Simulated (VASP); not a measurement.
Crystal: Si2Ge.

```
Si Ge
1.0
     2.89241    0.00000    0.00000
    -1.44620    2.50490    0.00000
     0.00000    0.00000   13.71294
Si Ge
4 2
Direct
  0.33333 0.66667 0.00000
  0.66667 0.33333 0.83333
  0.66667 0.33333 0.16667
  0.66667 0.33333 0.50000
  0.33333 0.66667 0.66667
  0.33333 0.66667 0.33333
```

| Quantity | Value |
| --- | --- |
| Program | VASP 6.6.1 |
| Task | relaxation of cell and atoms |
| Functional | PBE |
| Potentials or basis | VASP PAW PBE potentials, release 64 (Si, Ge_d) |
| Cutoff | 600 eV |
| k mesh | 6 × 6 × 2 |
| Occupations | gaussian, width 0.1 eV |
| Spin | no spin polarisation |

At the start: pressure -0.5 GPa; volume 16.56 Å³/atom.

**Question.** Where does the relaxation end?

**Answer.** Over 13 steps the energy falls by 28.5 meV/atom and the volume is 16.64 Å³/atom (+0.5 %); space group P-6m2 (No. 187, to 0.05 Å).

The path:
```csv
step,energy change (eV),largest force (eV/Å),pressure (GPa),volume (Å³)
1,0.0000,0.4928,-0.49,99.35
2,-0.0660,0.5509,0.24,98.60
3,-0.1316,0.4935,0.55,97.67
4,-0.0753,0.3734,2.77,95.54
5,-0.1446,0.3021,0.43,99.14
6,-0.1457,0.2523,-0.93,101.91
7,-0.1536,0.2766,-0.27,100.65
8,-0.1536,0.2798,-0.21,100.53
9,-0.1623,0.1875,-0.14,100.52
10,-0.1660,0.0624,0.00,100.51
11,-0.1700,0.0601,-0.33,100.50
12,-0.1701,0.0712,-0.29,100.49
13,-0.1711,0.0364,0.11,99.82
```

Final structure:
```
Si Ge
1.0
     3.07580    0.00000    0.00000
    -1.53790    2.66372    0.00000
     0.00000    0.00000   12.18377
Si Ge
4 2
Direct
  0.33333 0.66667 0.00000
  0.66667 0.33333 0.84562
  0.66667 0.33333 0.15438
  0.66667 0.33333 0.50000
  0.33333 0.66667 0.67459
  0.33333 0.66667 0.32541
```

Caveat: the k points lie up to 0.39 Å⁻¹ apart in the final cell.
